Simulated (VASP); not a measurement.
# MgS (Imm2) in VASP: single point with HSE06

Aim: the single point of MgS with HSE06.

Program: VASP 6.6.1. These are calculated values, not measurements. Logs are shortened: lines on timing, memory, paths and dates and some standing lists are left out, and cuts for length are marked.

### 1 The cell of the first run

It takes space group Imm2 (No. 44, orthorhombic). Conventional cell: a = 3.943 Å, b = 4.064 Å, c = 5.662 Å, α = 90.00°, β = 90.00°, γ = 90.00°. Within 3.2 Å of Mg (site symmetry mm2) lie 4 S at 2.45 to 2.46 Å. S (site symmetry mm2) has 4 Mg at 2.45 to 2.46 Å within 3.2 Å.

### 2 Single point, HSE06 (shear xy strain +3.0%)

Input file POSCAR:

```
MgS
1.0
    0.0424631526      2.8308768411      2.8308768411
    2.8308768411      0.0424631526      2.8308768411
    2.8733399937      2.8733399937      0.0000000000
Mg S
1 1
Direct
    0.0027543446      0.0027543446     -0.0027543446
    0.2472456554      0.2472456554      0.2527543446
```

Input file INCAR.step1:

```
SYSTEM = MgS
  ALGO = Normal
  EDIFF = 1E-5
  ENCUT = 520
  GGA = PE
  ISIF = 2
  ISMEAR = 0
  LASPH = .True.
  LCHARG = .False.
  LREAL = .False.
  LUSENCCL = .False.
  LWAVE = .True.
  NBANDS = 11
  NELM = 80
  PREC = Accurate
  SIGMA = 0.01
```

Input file INCAR.step2:

```
SYSTEM = MgS
  ALGO = Normal
  EDIFF = 1E-6
  ENCUT = 520
  GGA = PE
  HFSCREEN = 0.2079
  ISIF = 2
  ISMEAR = 0
  ISTART = 1
  LASPH = .True.
  LCHARG = .False.
  LHFCALC = .True.
  LREAL = .False.
  LUSENCCL = .False.
  LWAVE = .False.
  NBANDS = 11
  NELM = 80
  PREC = Accurate
  PRECFOCK = Normal
  SIGMA = 0.01
```

Input file KPOINTS:

```
k-points
0
Gamma
  6 6 6
  0 0 0
```

Potentials or basis: VASP PAW PBE potentials, release 64 (Mg, S).

Started as:

```
cat potpaw_PBE.64/Mg/POTCAR potpaw_PBE.64/S/POTCAR > POTCAR
cp INCAR.step1 INCAR
mpirun -np 1 vasp_std > vasp.out
cp INCAR.step2 INCAR
mpirun -np 1 vasp_std > vasp.out
```

OUTCAR:

```text
SYSTEM = MgS
   EDIFF = 1E-6
   ENCUT = 520
   GGA = PE
   HFSCREEN = 0.2079
   ISIF = 2
   ISMEAR = 0
   ISTART = 1
   LASPH = .True.
   LHFCALC = .True.
   LREAL = .False.
   NELM = 80
   PREC = Accurate
   PRECFOCK = Normal

 ion  position               nearest neighbor table
   1  0.003  0.003  0.997-   2 2.45   2 2.45   2 2.46   2 2.46
   2  0.247  0.247  0.253-   1 2.45   1 2.45   1 2.46   1 2.46

  LATTYP: Found a body centered orthorhombic cell.
 ALAT       =     3.9434124558
 B/A-ratio  =     1.0304568528
 C/A-ratio  =     1.4357498095

  Lattice vectors:

 A1 = (   2.8308768411,   0.0424631526,  -2.8308768411)
 A2 = (  -2.8308768411,  -0.0424631526,  -2.8308768411)
 A3 = (   0.0424631526,   2.8308768411,   2.8308768411)

Analysis of symmetry for initial positions (statically):
=====================================================================
 Subroutine PRICEL returns:
 Original cell was already a primitive cell.

 Routine SETGRP: Setting up the symmetry group for a
 body centered orthorhombic supercell.

 Subroutine GETGRP returns: Found  4 space group operations
 (whereof  4 operations were pure point group operations)
 out of a pool of  8 trial point group operations.

The static configuration has the point symmetry C_2v.

Analysis of symmetry for dynamics (positions and initial velocities):
=====================================================================
 Subroutine PRICEL returns:
 Original cell was already a primitive cell.

 Routine SETGRP: Setting up the symmetry group for a
 body centered orthorhombic supercell.

 Subroutine GETGRP returns: Found  4 space group operations
 (whereof  4 operations were pure point group operations)
 out of a pool of  8 trial point group operations.

The dynamic configuration has the point symmetry C_2v.

 Subroutine INISYM returns: Found  4 space group operations
 (whereof  4 operations are pure point group operations),
 and found     1 'primitive' translations

----------------------------------------------------------------------------------------

                                     Primitive cell

  volume of cell :      45.3623

  direct lattice vectors                    reciprocal lattice vectors
     0.042463153  2.830876841  2.830876841    -0.179313422  0.179313422  0.176623721
     2.830876841  0.042463153  2.830876841     0.179313422 -0.179313422  0.176623721
     2.873339994  2.873339994  0.000000000     0.174013518  0.174013518 -0.176623721

  length of vectors
     4.003689611  4.003689611  4.063516388     0.309034861  0.309034861  0.302914753

  position of ions in fractional coordinates (direct lattice)
     0.002754345  0.002754345  0.997245655
     0.247245655  0.247245655  0.252754345

  ion indices of the primitive-cell ions
   primitive index   ion index
                 1           1
                 2           2

----------------------------------------------------------------------------------------

 KPOINTS: k-points

Automatic generation of k-mesh.
 Grid dimensions read from file:
 generate k-points for:    6    6    6

 Generating k-lattice:

  Cartesian coordinates                     Fractional coordinates (reciprocal lattice)
    -0.029885570  0.029885570  0.029437287     0.166666667 -0.000000000  0.000000000
     0.029885570 -0.029885570  0.029437287    -0.000000000  0.166666667  0.000000000
     0.029002253  0.029002253 -0.029437287     0.000000000  0.000000000  0.166666667

  Length of vectors
     0.051505810  0.051505810  0.050485792

  Shift w.r.t. Gamma in fractional coordinates (k-lattice)
     0.000000000  0.000000000  0.000000000

 Subroutine IBZKPT returns following result:
 ===========================================

 Found     46 irreducible k-points:

 Following reciprocal coordinates:
            Coordinates               Weight
  0.000000  0.000000  0.000000      1.000000
  0.166667  0.000000  0.000000      4.000000
  0.333333  0.000000  0.000000      4.000000
  0.500000  0.000000  0.000000      2.000000
  0.166667  0.166667  0.000000      2.000000
  0.333333  0.166667  0.000000      4.000000
[... 16 lines left out ...]
 -0.166667  0.333333  0.166667      4.000000
  0.500000  0.500000  0.166667      4.000000
 [... further k-points ...]
   k-points           NKPTS =     46   k-points in BZ     NKDIM =    216   number of bands    NBANDS=     11
   number of dos      NEDOS =    301   number of ions     NIONS =      2
   total plane-waves  NPLWV =  27000
   dimension x,y,z NGX =    30 NGY =   30 NGZ =   30
   dimension x,y,z NGXF=    60 NGYF=   60 NGZF=   60
   ions per type =               1   1
   NGX,Y,Z   is equivalent  to a cutoff of  12.46, 12.46, 12.27 a.u.
   NGXF,Y,Z  is equivalent  to a cutoff of  24.91, 24.91, 24.55 a.u.
 SYSTEM =  MgS
   PREC   = accura    normal or accurate (medium, high low for compatibility)
   ISTART =      1    job   : 0-new  1-cont  2-samecut
   ICHARG =      0    charge: 1-file 2-atom 10-const
   ISPIN  =      1    spin polarized calculation?
   LNONCOLLINEAR =      F non collinear calculations
   LSORBIT =      F    spin-orbit coupling
   LASPH  =      T    aspherical Exc in radial PAW
   ENCUT  =  520.0 eV  38.22 Ry    6.18 a.u.   7.44  7.44  7.56*2*pi/ulx,y,z
   NELM   =     80;   NELMIN=  2; NELMDL=  0     # of ELM steps
   EDIFF  = 0.1E-05   stopping-criterion for ELM
   LREAL  =      F    real-space projection
   EDIFFG = 0.1E-04   stopping-criterion for IOM
   NSW    =      0    number of steps for IOM
   IBRION =     -1    ionic relax: 0-MD 1-quasi-New 2-CG
   NFREE  =      0    steps in history (QN), initial steepest desc. (CG)
   ISIF   =      2    stress and relaxation
   ISYM   =      3    0-nonsym 1-usesym 2-fastsym
   POTIM  = 0.5000    time-step for ionic-motion
   TEBEG  =    0.0;   TEEND  =   0.0 temperature during run
   PSTRESS=    0.0 pullay stress
   NELECT =       8.0000    total number of electrons
   NUPDOWN=      -1.0000    fix difference up-down
   EMIN   =  10.00;   EMAX   =-10.00  energy-range for DOS
   EFERMI =   0.00;   METHOD = LEGACY
   ISMEAR =     0;   SIGMA  =   0.01  broadening in eV -4-tet -1-fermi 0-gaus
   EFERMI_NEDOS =   21; number of points for ismear=-14 and -15
   IALGO  =     38    algorithm
   IMIX   =      1    mixing-type and parameters
     AMIX     =   0.40;   BMIX     =  1.00
     AMIX_MAG =   1.60;   BMIX_MAG =  1.00
  volume/ion in A,a.u.               =      22.68       153.06
  Fermi-wavevector in a.u.,A,eV,Ry     =   0.918064  1.734890 11.467562  0.842842
  Thomas-Fermi vector in A             =   2.043104
   LORBIT       =      0    0 simple, 1 ext, 2 COOP (PROOUT), +10 PAW based schemes
   GGA     = PE    functional components
   LHFCALC =     T    Hartree Fock is set to
   PRECFOCK=normal    Normal, Fast or Accurate (Low or Medium for compatibility)
   ENCUT4O =  -1.0   cutoff for four orbital integrals eV
   NKREDX  =     1    reduce k-point grid by
   NKREDY  =     1    reduce k-point grid by
   NKREDZ  =     1    reduce k-point grid by
   AEXX    =    0.2500 exact exchange contribution
   HFSCREEN=    0.2079 screening length (either q_TF or 0.3 A-1)
   HFSCREENC=   0.2079 screening length for correlation (either q_TF or 0.3 A-1)
   ENCUTFOCK=  -1.0 apply spherical cutoff to Coloumb kernel
   IVDW    =     0    specifies the selected vdW correction
   LEPSILON=     F    determine dielectric tensor
   LRPA    =     F    only Hartree local field effects (RPA)
 non-spin polarized calculation
 Gauss-broadening in eV      SIGMA  =   0.01
  energy-cutoff  :      520.00
  volume of cell :       45.36
 maximum number of plane-waves:      1251
 NGX is ok and might be reduce to    30
  NGX = 24; NGY = 24; NGZ = 24

 number of electron       8.0000000 magnetization

 Free energy of the ion-electron system (eV)
  ---------------------------------------------------
  ext. energy  EPLUGINS =         0.00000000
  ---------------------------------------------------
  free energy    TOTEN  =        -9.84166537 eV

  energy without entropy =       -9.84166537  energy(sigma->0) =       -9.84166537

 E-fermi :   0.4953     XC(G=0):  -7.0211

 val. band max:        0.4268060421   @ k =   0.0000   0.0000   0.0000
 cond. band min:       4.8346550046   @ k =   0.0000   0.0000   0.0000
 fundamental gap:      4.4078489625
 Fermi energy:         0.4953064725

 k-point     1 :       0.0000    0.0000    0.0000
  band No.  band energies     occupation
      1     -12.0900      2.00000
      2       0.2487      2.00000
      3       0.3317      2.00000
      4       0.4268      2.00000
      5       4.8347      0.00000
      6       9.3127      0.00000
      7       9.5285      0.00000
      8       9.7300      0.00000
      9      12.5311      0.00000
     10      12.5418      0.00000
     11      15.3609      0.00000

 k-point     2 :       0.1667    0.0000    0.0000
  band No.  band energies     occupation
      1     -11.9179      2.00000
      2      -0.7339      2.00000
      3       0.1517      2.00000
      4       0.2535      2.00000
      5       5.8431      0.00000
      6       9.3615      0.00000
      7       9.6066      0.00000
      8       9.8615      0.00000
      9      11.8036      0.00000
     10      11.9105      0.00000
     11      14.3308      0.00000

 k-point     3 :       0.3333    0.0000    0.0000
  band No.  band energies     occupation
      1     -11.5323      2.00000
      2      -2.3463      2.00000
      3      -0.0253      2.00000
      4       0.0516      2.00000
      5       6.5285      0.00000
      6       9.3172      0.00000
      7       9.4771      0.00000
      8       9.8180      0.00000
      9      12.7722      0.00000
     10      13.0573      0.00000
     11      13.7019      0.00000

 k-point     4 :       0.5000    0.0000    0.0000
  band No.  band energies     occupation
      1     -11.3124      2.00000
      2      -3.0338      2.00000
      3      -0.1064      2.00000
      4      -0.0407      2.00000
      5       6.4893      0.00000
      6       8.9955      0.00000
      7       9.1594      0.00000
      8      10.1831      0.00000
      9      14.5875      0.00000
     10      14.9522      0.00000
     11      15.2304      0.00000

 k-point     5 :       0.1667    0.1667    0.0000
  band No.  band energies     occupation
      1     -11.8683      2.00000
      2      -0.7512      2.00000
      3      -0.0926      2.00000
      4       0.1161      2.00000
      5       6.1901      0.00000
      6       8.6279      0.00000
      7      10.1306      0.00000
      8      10.3793      0.00000
      9      10.4704      0.00000
     10      13.0321      0.00000
     11      16.3706      0.00000
[... 211 lines left out ...]
 k-point    21 :       0.5000    0.3333    0.1667
  band No.  band energies     occupation
      1     -11.2961      2.00000
      2      -2.2988      2.00000
      3      -1.0833      2.00000
      4      -0.4073      2.00000
      5       7.0708      0.00000
      6       8.6454      0.00000
      7       9.0458      0.00000
      8      11.4789      0.00000
      9      12.4032      0.00000
     10      15.3751      0.00000
     11      16.2419      0.00000

 k-point    22 :      -0.3333    0.3333    0.1667
  band No.  band energies     occupation
      1     -11.1380      2.00000
      2      -2.3916      2.00000
      3      -1.4770      2.00000
      4      -0.6691      2.00000
      5       7.1119      0.00000
      6       8.4572      0.00000
      7      10.1026      0.00000
      8      10.9444      0.00000
      9      13.0335      0.00000
     10      14.8023      0.00000
     11      16.1144      0.00000

 k-point    23 :      -0.1667    0.3333    0.1667
  band No.  band energies     occupation
      1     -11.2750      2.00000
      2      -2.3069      2.00000
      3      -1.0623      2.00000
      4      -0.4532      2.00000
      5       7.0508      0.00000
      6       8.5740      0.00000
      7       8.8914      0.00000
      8      11.4139      0.00000
      9      12.3422      0.00000
     10      15.7072      0.00000
     11      16.5436      0.00000

 k-point    24 :       0.5000    0.5000    0.1667
  band No.  band energies     occupation
      1     -11.1688      2.00000
      2      -2.5092      2.00000
      3      -1.2243      2.00000
      4      -0.4967      2.00000
      5       5.9764      0.00000
      6       7.7953      0.00000
      7      11.1503      0.00000
      8      12.2055      0.00000
      9      13.5213      0.00000
     10      15.4612      0.00000
     11      16.4722      0.00000

 [... further k-points ...]
[... 5 lines left out ...]
  --------------------------------------------------------------------------------------
  -------------------------------------------------------------------------------------
  Total       -0.0369166     -0.0369166     -0.0462154     -0.2729507      0.0000000      0.0000000
  in kB       -1.3038795     -1.3038795     -1.6323091     -9.6405008      0.0000000      0.0000000
  external PRESSURE =      -1.4133561 kB  Pullay stress =       0.0000000 kB

 VOLUME and BASIS-vectors are now :
 -----------------------------------------------------------------------------
  energy-cutoff  :      520.00
  volume of cell :       45.36
      direct lattice vectors                 reciprocal lattice vectors
     0.042463153  2.830876841  2.830876841    -0.179313422  0.179313422  0.176623721
     2.830876841  0.042463153  2.830876841     0.179313422 -0.179313422  0.176623721
     2.873339994  2.873339994  0.000000000     0.174013518  0.174013518 -0.176623721

 POSITION                                       TOTAL-FORCE (eV/Angst)
 -----------------------------------------------------------------------------------
      2.87334      2.87334      0.01559        -0.000000     -0.000000      0.001155
      1.43667      1.43667      1.39984         0.000000      0.000000     -0.001155
 -----------------------------------------------------------------------------------
    total drift:                                0.000001      0.000001      0.000132

  FREE ENERGIE OF THE ION-ELECTRON SYSTEM (eV)
  ---------------------------------------------------
  free  energy   TOTEN  =        -9.8416653653 eV

  energy  without entropy=       -9.8416653653  energy(sigma->0) =       -9.84166537
```

It took 24 min on 1 × NVIDIA H100 80GB with 1 thread of AMD EPYC 7R13 (Zen 3), shared host; peak memory 1.3 GiB.

What came out:

* Free energy: -9.8417 eV
* Pressure: -0.1 GPa
* Band gap on the k mesh: 4.41 eV, direct

Stress tensor (GPa, compression positive):
```
-0.13 -0.96  0.00
-0.96 -0.13  0.00
 0.00  0.00 -0.16
```

Caveat: the cell differs from its parent crystal (shear xy strain +3.0%); the PAW data sets were made with another functional, which shifts forces and pressure a little.
